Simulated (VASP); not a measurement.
# Os (Fm-3m) in VASP: notebook

The runs below take Os through single point, relaxation of cell and atoms, with r2SCAN.

Everything below comes from runs of VASP 6.6.1. Logs are shortened: lines on timing, memory, paths and dates and some standing lists are left out, and cuts for length are marked.

### Step 1. The cell of the first run

It takes space group Fm-3m (No. 225, cubic). Conventional cell: a = 3.832 Å, b = 3.832 Å, c = 3.832 Å, α = 90.00°, β = 90.00°, γ = 90.00°. Os (site symmetry m-3m) has 12 Os at 2.71 Å within 3.6 Å.

### Step 2. Single point, r2SCAN

Contents of POSCAR:

```
Os
1.0
    0.0000000000      1.9159173844      1.9159173844
    1.9159173844      0.0000000000      1.9159173844
    1.9159173844      1.9159173844      0.0000000000
Os
1
Direct
    0.0000000000      0.0000000000      0.0000000000
```

Contents of INCAR.step1:

```
PREC = Accurate
ENCUT = 520
ISMEAR = 0
SIGMA = 0.1
LREAL = F
LASPH = T
NELM = 100
NBANDS = 10
GGA = PE
ALGO = Normal
EDIFF = 1E-4
LWAVE = T
LCHARG = F
```

Contents of INCAR.step2:

```
PREC = Accurate
ENCUT = 520
EDIFF = 1E-6
ISMEAR = 0
SIGMA = 0.1
LREAL = F
LASPH = T
NELM = 100
ALGO = Normal
ISIF = 2
LWAVE = F
LCHARG = F
METAGGA = R2SCAN
LMIXTAU = T
NBANDS = 10
ISTART = 1
```

Contents of KPOINTS:

```
Automatic mesh
0
Gamma
  18 18 18
```

Potentials or basis: VASP PAW PBE potentials, release 64 (Os).

Launch:

```
cat potpaw_PBE.64/Os/POTCAR > POTCAR
cp INCAR.step1 INCAR
mpirun -np 1 vasp_std > vasp.out
cp INCAR.step2 INCAR
mpirun -np 1 vasp_std > vasp.out
```

OUTCAR:

```text
PREC = Accurate
   ENCUT = 520
   EDIFF = 1E-6
   ISMEAR = 0
   LREAL = F
   LASPH = T
   NELM = 100
   ISIF = 2
   METAGGA = R2SCAN
   ISTART = 1

 ion  position               nearest neighbor table
   1  0.000  0.000  0.000-

  LATTYP: Found a face centered cubic cell.
 ALAT       =     3.8318347688

  Lattice vectors:

 A1 = (   0.0000000000,   1.9159173844,   1.9159173844)
 A2 = (   1.9159173844,   0.0000000000,   1.9159173844)
 A3 = (   1.9159173844,   1.9159173844,   0.0000000000)

Analysis of symmetry for initial positions (statically):
=====================================================================
 Subroutine PRICEL returns:
 Original cell was already a primitive cell.

 Routine SETGRP: Setting up the symmetry group for a
 face centered cubic supercell.

 Subroutine GETGRP returns: Found 48 space group operations
 (whereof 48 operations were pure point group operations)
 out of a pool of 48 trial point group operations.

The static configuration has the point symmetry O_h .

Analysis of symmetry for dynamics (positions and initial velocities):
=====================================================================
 Subroutine PRICEL returns:
 Original cell was already a primitive cell.

 Routine SETGRP: Setting up the symmetry group for a
 face centered cubic supercell.

 Subroutine GETGRP returns: Found 48 space group operations
 (whereof 48 operations were pure point group operations)
 out of a pool of 48 trial point group operations.

The dynamic configuration has the point symmetry O_h .

 Subroutine INISYM returns: Found 48 space group operations
 (whereof 48 operations are pure point group operations),
 and found     1 'primitive' translations

----------------------------------------------------------------------------------------

                                     Primitive cell

  volume of cell :      14.0657

  direct lattice vectors                    reciprocal lattice vectors
     0.000000000  1.915917384  1.915917384    -0.260971587  0.260971587  0.260971587
     1.915917384  0.000000000  1.915917384     0.260971587 -0.260971587  0.260971587
     1.915917384  1.915917384  0.000000000     0.260971587  0.260971587 -0.260971587

  length of vectors
     2.709516349  2.709516349  2.709516349     0.452016048  0.452016048  0.452016048

  position of ions in fractional coordinates (direct lattice)
     0.000000000  0.000000000  0.000000000

  ion indices of the primitive-cell ions
   primitive index   ion index
                 1           1

----------------------------------------------------------------------------------------

 KPOINTS: Automatic mesh

Automatic generation of k-mesh.
 Grid dimensions read from file:
 generate k-points for:   18   18   18

 Generating k-lattice:

  Cartesian coordinates                     Fractional coordinates (reciprocal lattice)
    -0.014498421  0.014498421  0.014498421     0.055555556  0.000000000  0.000000000
     0.014498421 -0.014498421  0.014498421     0.000000000  0.055555556  0.000000000
     0.014498421  0.014498421 -0.014498421     0.000000000  0.000000000  0.055555556

  Length of vectors
     0.025112003  0.025112003  0.025112003

  Shift w.r.t. Gamma in fractional coordinates (k-lattice)
     0.000000000  0.000000000  0.000000000

 Subroutine IBZKPT returns following result:
 ===========================================

 Found    195 irreducible k-points:

 Following reciprocal coordinates:
            Coordinates               Weight
  0.000000  0.000000  0.000000      1.000000
  0.055556  0.000000  0.000000      8.000000
  0.111111  0.000000  0.000000      8.000000
  0.166667  0.000000  0.000000      8.000000
  0.222222  0.000000  0.000000      8.000000
  0.277778  0.000000  0.000000      8.000000
[... 16 lines left out ...]
 -0.277778  0.055556  0.000000     24.000000
 -0.222222  0.055556  0.000000     24.000000
 [... further k-points ...]
   k-points           NKPTS =    195   k-points in BZ     NKDIM =    195   number of bands    NBANDS=     10
   number of dos      NEDOS =    301   number of ions     NIONS =      1
   total plane-waves  NPLWV =   8000
   dimension x,y,z NGX =    20 NGY =   20 NGZ =   20
   dimension x,y,z NGXF=    40 NGYF=   40 NGZF=   40
   ions per type =               1
   NGX,Y,Z   is equivalent  to a cutoff of  12.27, 12.27, 12.27 a.u.
   NGXF,Y,Z  is equivalent  to a cutoff of  24.54, 24.54, 24.54 a.u.
 SYSTEM =  unknown system
   PREC   = accura    normal or accurate (medium, high low for compatibility)
   ISTART =      1    job   : 0-new  1-cont  2-samecut
   ICHARG =      0    charge: 1-file 2-atom 10-const
   ISPIN  =      1    spin polarized calculation?
   LNONCOLLINEAR =      F non collinear calculations
   LSORBIT =      F    spin-orbit coupling
   LASPH  =      T    aspherical Exc in radial PAW
   ENCUT  =  520.0 eV  38.22 Ry    6.18 a.u.   5.04  5.04  5.04*2*pi/ulx,y,z
   NELM   =    100;   NELMIN=  2; NELMDL=  0     # of ELM steps
   EDIFF  = 0.1E-05   stopping-criterion for ELM
   LREAL  =      F    real-space projection
   EDIFFG = 0.1E-04   stopping-criterion for IOM
   NSW    =      0    number of steps for IOM
   IBRION =     -1    ionic relax: 0-MD 1-quasi-New 2-CG
   NFREE  =      0    steps in history (QN), initial steepest desc. (CG)
   ISIF   =      2    stress and relaxation
   ISYM   =      2    0-nonsym 1-usesym 2-fastsym
   POTIM  = 0.5000    time-step for ionic-motion
   TEBEG  =    0.0;   TEEND  =   0.0 temperature during run
   PSTRESS=    0.0 pullay stress
   NELECT =       8.0000    total number of electrons
   NUPDOWN=      -1.0000    fix difference up-down
   EMIN   =  10.00;   EMAX   =-10.00  energy-range for DOS
   EFERMI =   0.00;   METHOD = LEGACY
   ISMEAR =     0;   SIGMA  =   0.10  broadening in eV -4-tet -1-fermi 0-gaus
   EFERMI_NEDOS =   21; number of points for ismear=-14 and -15
   IALGO  =     38    algorithm
   IMIX   =      4    mixing-type and parameters
     AMIX     =   0.40;   BMIX     =  1.00
     AMIX_MAG =   1.60;   BMIX_MAG =  1.00
  volume/ion in A,a.u.               =      14.07        94.92
  Fermi-wavevector in a.u.,A,eV,Ry     =   1.356390  2.563206 25.031931  1.839795
  Thomas-Fermi vector in A             =   2.483398
   LORBIT       =      0    0 simple, 1 ext, 2 COOP (PROOUT), +10 PAW based schemes
   METAGGA = R2SCAN    functional components
   LHFCALC =     F    Hartree Fock is set to
   AEXX    =    0.0000 exact exchange contribution
   IVDW    =     0    specifies the selected vdW correction
   LEPSILON=     F    determine dielectric tensor
   LRPA    =     F    only Hartree local field effects (RPA)
 non-spin polarized calculation
 Gauss-broadening in eV      SIGMA  =   0.10
  energy-cutoff  :      520.00
  volume of cell :       14.07
 maximum number of plane-waves:       392
   NGX =  9   NGY =  9   NGZ =  9

 number of electron       8.0000000 magnetization

 Free energy of the ion-electron system (eV)
  ---------------------------------------------------
  ext. energy  EPLUGINS =         0.00000000
  ---------------------------------------------------
  free energy    TOTEN  =       -52.85628600 eV

  energy without entropy =      -52.85261548  energy(sigma->0) =      -52.85445074

 E-fermi :   9.0076     XC(G=0): -15.3514

 val. band max:        8.9663140933   @ k =  -0.2778   0.1667   0.0000
 cond. band min:       9.0289062841   @ k =  -0.2222   0.2778   0.0556
 fundamental gap:      0.0625921908
 Fermi energy:         9.0075500010

 k-point     1 :       0.0000    0.0000    0.0000
  band No.  band energies     occupation
      1      -2.2036      2.00000
      2       5.9638      2.00000
      3       5.9638      2.00000
      4       5.9638      2.00000
      5       9.0923      0.23087
      6       9.0923      0.23087
      7      23.9966      0.00000
      8      30.1298      0.00000
      9      30.1298      0.00000
     10      30.1298      0.00000

 k-point     2 :       0.0556    0.0000    0.0000
  band No.  band energies     occupation
      1      -2.0525      2.00000
      2       5.8701      2.00000
      3       6.0327      2.00000
      4       6.0327      2.00000
      5       9.0418      0.62823
      6       9.0418      0.62823
      7      24.2785      0.00000
      8      29.3487      0.00000
      9      30.3958      0.00000
     10      30.3958      0.00000

 k-point     3 :       0.1111    0.0000    0.0000
  band No.  band energies     occupation
      1      -1.6159      2.00000
      2       5.6295      2.00000
      3       6.2127      2.00000
      4       6.2127      2.00000
      5       8.9307      1.72259
      6       8.9307      1.72259
      7      25.0507      0.00000
      8      27.8665      0.00000
      9      31.1711      0.00000
     10      31.1711      0.00000

 k-point     4 :       0.1667    0.0000    0.0000
  band No.  band energies     occupation
      1      -0.9500      2.00000
      2       5.3526      2.00000
      3       6.4117      2.00000
      4       6.4117      2.00000
      5       8.8819      1.92446
      6       8.8819      1.92446
      7      25.7779      0.00000
      8      26.6928      0.00000
      9      32.3922      0.00000
     10      32.3922      0.00000
[... 222 lines left out ...]
 k-point    22 :      -0.3333    0.0556    0.0000
  band No.  band energies     occupation
      1       1.1232      2.00000
      2       6.0175      2.00000
      3       6.1820      2.00000
      4       6.2663      2.00000
      5      10.0411      0.00000
      6      11.0887      0.00000
      7      21.5138      0.00000
      8      25.5543      0.00000
      9      31.7674      0.00000
     10      33.9583      0.00000

 k-point    23 :      -0.2778    0.0556    0.0000
  band No.  band energies     occupation
      1       0.8197      2.00000
      2       5.4265      2.00000
      3       6.2636      2.00000
      4       6.4033      2.00000
      5       9.2942      0.00005
      6      10.3753      0.00000
      7      23.0104      0.00000
      8      26.9149      0.00000
      9      33.0087      0.00000
     10      34.5333      0.00000

 k-point    24 :      -0.2222    0.0556    0.0000
  band No.  band energies     occupation
      1       0.2058      2.00000
      2       5.0914      2.00000
      3       6.4535      2.00000
      4       6.5735      2.00000
      5       8.7155      1.99996
      6       9.7396      0.00000
      7      24.3907      0.00000
      8      27.5652      0.00000
      9      33.0042      0.00000
     10      34.3016      0.00000

 [... further k-points ...]

------------------------ aborting loop because EDIFF is reached ----------------------------------------

  FORCE on cell =-STRESS in cart. coord.  units (eV):
  Direction    XX          YY          ZZ          XY          YZ          ZX
  --------------------------------------------------------------------------------------
  -------------------------------------------------------------------------------------
  Total        0.0907240      0.0907240      0.0907240      0.0000000     -0.0000000      0.0000000
  in kB       10.3340994     10.3340994     10.3340994      0.0000000     -0.0000000      0.0000000
  external PRESSURE =      10.3340994 kB  Pullay stress =       0.0000000 kB

 VOLUME and BASIS-vectors are now :
 -----------------------------------------------------------------------------
  energy-cutoff  :      520.00
  volume of cell :       14.07
      direct lattice vectors                 reciprocal lattice vectors
     0.000000000  1.915917384  1.915917384    -0.260971587  0.260971587  0.260971587
     1.915917384  0.000000000  1.915917384     0.260971587 -0.260971587  0.260971587
     1.915917384  1.915917384  0.000000000     0.260971587  0.260971587 -0.260971587

 POSITION                                       TOTAL-FORCE (eV/Angst)
 -----------------------------------------------------------------------------------
      0.00000      0.00000      0.00000         0.000000      0.000000     -0.000000
 -----------------------------------------------------------------------------------
    total drift:                               -0.000000     -0.000000      0.000000

  FREE ENERGIE OF THE ION-ELECTRON SYSTEM (eV)
  ---------------------------------------------------
  free  energy   TOTEN  =       -52.8562860033 eV

  energy  without entropy=      -52.8526154810  energy(sigma->0) =      -52.85445074
```

It took 1.7 min on 1 thread of AMD EPYC 7R43 (Zen 3), shared host; peak memory 0.11 GiB.

Results:

* Free energy: -52.8563 eV
* Pressure: 1.0 GPa
* Band gap on the k mesh: zero (band 4 reaches 11.53 eV, above the bottom of band 5 at 7.60 eV)

Levels at points of the mesh, in eV from the Fermi level:
```csv
k point,band 1,band 2,band 3,band 4,band 5,band 6,band 7,band 8,band 9
"(0.00, 0.00, 0.00)",-11.21,-3.04,-3.04,-3.04,0.08,0.08,14.99,21.12,21.12
"(0.50, 0.00, 0.00)",-7.95,-3.22,-3.22,-0.20,2.58,2.58,9.48,14.56,21.42
"(0.50, 0.50, 0.00)",-7.83,-7.10,2.46,2.52,3.30,3.30,12.92,12.92,12.94
```

Caveat: the PAW data sets were made with another functional, which shifts forces and pressure a little; spin-orbit coupling is left out, which moves the levels of the heavy elements.

### Step 3. Relaxation of cell and atoms, r2SCAN

This run uses another cell than the first one, of 14.00 Å³/atom, 0.995 times its volume.

Contents of POSCAR:

```
Os
1.0
    0.0000000000      1.9129311828      1.9129311828
    1.9129311828      0.0000000000      1.9129311828
    1.9129311828      1.9129311828      0.0000000000
Os
1
Direct
    0.0000000000      0.0000000000      0.0000000000
```

Contents of INCAR.step1:

```
SYSTEM = Os
PREC     = Accurate       ! precision mode
ENCUT    = 600            ! plane-wave cutoff, eV
ISMEAR   = 0              ! smearing method
SIGMA    = 0.1            ! smearing width, eV
LREAL    = .FALSE.        ! projectors in reciprocal space
LASPH    = .TRUE.         ! aspherical terms in the spheres
NELM     = 100            ! most SCF steps
GGA      = PE             ! functional
ALGO     = Normal         ! electronic algorithm
EDIFF    = 1E-4           ! SCF threshold, eV
LWAVE    = .TRUE.         ! write WAVECAR
LCHARG   = .FALSE.        ! write CHGCAR
```

Contents of INCAR.step2:

```
SYSTEM = Os
PREC     = Accurate       ! precision mode
ENCUT    = 600            ! plane-wave cutoff, eV
EDIFF    = 1E-7           ! SCF threshold, eV
ISMEAR   = 0              ! smearing method
SIGMA    = 0.1            ! smearing width, eV
LREAL    = .FALSE.        ! projectors in reciprocal space
LASPH    = .TRUE.         ! aspherical terms in the spheres
NELM     = 100            ! most SCF steps
ALGO     = Normal         ! electronic algorithm
ISIF     = 3              ! what is computed and relaxed
LWAVE    = .FALSE.        ! write WAVECAR
LCHARG   = .FALSE.        ! write CHGCAR
METAGGA  = R2SCAN         ! meta-GGA
LMIXTAU  = .TRUE.       
IBRION   = 2              ! ionic algorithm
NSW      = 100            ! ionic steps
EDIFFG   = -0.002         ! ionic threshold
ISTART   = 1
```

Contents of KPOINTS:

```
regular mesh
0
G
  18 18 18
  0 0 0
```

Potentials or basis: VASP PAW PBE potentials, release 64 (Os).

Launch:

```
cat potpaw_PBE.64/Os/POTCAR > POTCAR
cp INCAR.step1 INCAR
mpirun -np 1 vasp_std > vasp.out
cp INCAR.step2 INCAR
mpirun -np 1 vasp_std > vasp.out
```

Wall time 12 min (1 thread of AMD EPYC 7R43 (Zen 3), shared host); peak memory 0.13 GiB.

Results (log left out):

```
Free energy                            : -52.8566 eV
Relaxed volume                         : 14.10 Å³/atom
Relaxed cell                           : a = 2.712 Å, b = 2.712 Å, c = 2.712 Å, α = 60.00°, β = 60.00°, γ = 60.00°
Space group after relaxing (to 0.05 Å) : Fm-3m (No. 225)
Energy gained by relaxing              : 1.0 meV/atom
Ionic steps                            : 3
Pressure after relaxing                : 0.0 GPa
Band gap on the k mesh                 : zero (band 4 reaches 11.47 eV, above the bottom of band 5 at 7.56 eV)
```

The path:
```csv
step,energy change (eV),largest force (eV/Å),pressure (GPa),volume (Å³)
1,0.0000,0.0000,3.20,14.00
2,0.0188,0.0000,-12.97,14.57
3,-0.0010,0.0000,-0.02,14.10
```

Final structure:
```
Os
1.0
     0.00000    1.91765    1.91765
     1.91765    0.00000    1.91765
     1.91765    1.91765    0.00000
Os
1
Direct
  0.00000 0.00000 0.00000
```

Levels at points of the mesh, in eV from the Fermi level:
```tsv
k point	band 2	band 3	band 4	band 5	band 6	band 7
(0.00, 0.00, 0.00)	-3.03	-3.03	-3.03	0.08	0.08	14.99
(0.50, 0.00, 0.00)	-3.21	-3.21	-0.20	2.57	2.57	9.44
(0.50, 0.50, 0.00)	-7.07	2.45	2.51	3.28	3.28	12.90
```

Caveat: the PAW data sets were made with another functional, which shifts forces and pressure a little; spin-orbit coupling is left out, which moves the levels of the heavy elements.

[end of part 1 of 2]
